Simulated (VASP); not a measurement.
Here is a VASP 6.6.1 calculation.

INCAR

```
ALGO = Normal
EDIFF = 1E-7
ENCUT = 520
ISIF = 2
ISMEAR = -1
LASPH = T
LCHARG = F
LREAL = F
LWAVE = F
NBANDS = 14
NELM = 80
PREC = Accurate
SIGMA = 0.05
```

File KPOINTS:

```
k-points
0
Gamma
  11 11 6
```

POSCAR

```
Na
1.0
    3.7670009976      0.0000000000      0.0000000000
   -1.8835004988      3.2623185600      0.0000000000
    0.0000000000      0.0000000000      6.2770800000
Na
2
Direct
    0.3333333333      0.6666666667      0.2500000000
    0.6666666667      0.3333333333      0.7500000000
```

Potentials or basis: VASP PAW LDA potentials, release 64 (Na_pv).

Run with:

```console
$ cat potpaw_LDA.64/Na_pv/POTCAR > POTCAR
$ mpirun -np 1 vasp_std > vasp.out
```

Task: Predict the band gap on the k mesh.

Result: Zero (band 7 reaches 1.84 eV, above the bottom of band 8 at -2.17 eV).

Task: Predict the pressure.

Result: -1.0 GPa.

Stress tensor (GPa, compression positive):
```
-1.04  0.00  0.00
 0.00 -1.04  0.00
 0.00  0.00 -0.96
```

Caveat: the cell differs from its parent crystal (zz strain of +2 %).
